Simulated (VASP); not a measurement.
Wanted: the native input for a VASP 6.6.1 run.

* Task: single point
* Functional: PBE
* Dispersion: D4
* Potentials or basis: VASP PAW PBE potentials, release 64 (Si, Mo_sv)
* Cutoff: 520 eV
* k mesh: 10 × 10 × 10
* Occupations: gaussian, width 0.05 eV
* Spin: no spin polarisation
* Dipole correction: no
* Further INCAR settings: ALGO = Normal; EDIFF = 1e-06; NBANDS = 18

The structure of Si2Mo lies in POSCAR:

```
Si2Mo
1.0
   -1.5694144226      1.5694144226      3.8560589298
    1.5694144226     -1.5694144226      3.8560589298
    1.5694144226      1.5694144226     -3.8560589298
Si Mo
2 1
Direct
    0.3343882111      0.3343882111      0.0000000000
    0.6656117889      0.6656117889      0.0000000000
    0.0000000000      0.0000000000      0.0000000000
```

The input as run:

INCAR

```
SYSTEM = Si2Mo
  PREC = Accurate
  ENCUT = 520
  EDIFF = 1E-6
  ISMEAR = 0
  SIGMA = 0.05
  LREAL = .False.
  LASPH = .True.
  NELM = 80
  ALGO = Normal
  ISIF = 2
  LWAVE = .False.
  LCHARG = .False.
  GGA = PE
  IVDW = 13
  NBANDS = 18
```

KPOINTS

```
regular mesh
0
Gamma
  10 10 10
  0 0 0
```

Potentials or basis: VASP PAW PBE potentials, release 64 (Si, Mo_sv).

Command:

```sh
$ cat potpaw_PBE.64/Si/POTCAR potpaw_PBE.64/Mo_sv/POTCAR > POTCAR
$ mpirun -np 1 vasp_std > vasp.out
```

It gave:

The pressure is 10.0 GPa. The largest force is 0.010 eV/Å. The band gap on the k mesh is zero (bands 11 and 12 overlap by 0.99 eV) and the dispersion energy per atom is -0.583 eV.

Caveat: the cell stands under pressure.

Wall time 2.1 min on 1 thread of Intel Xeon 8259CL, with other jobs on the host, peak memory 0.24 GiB.
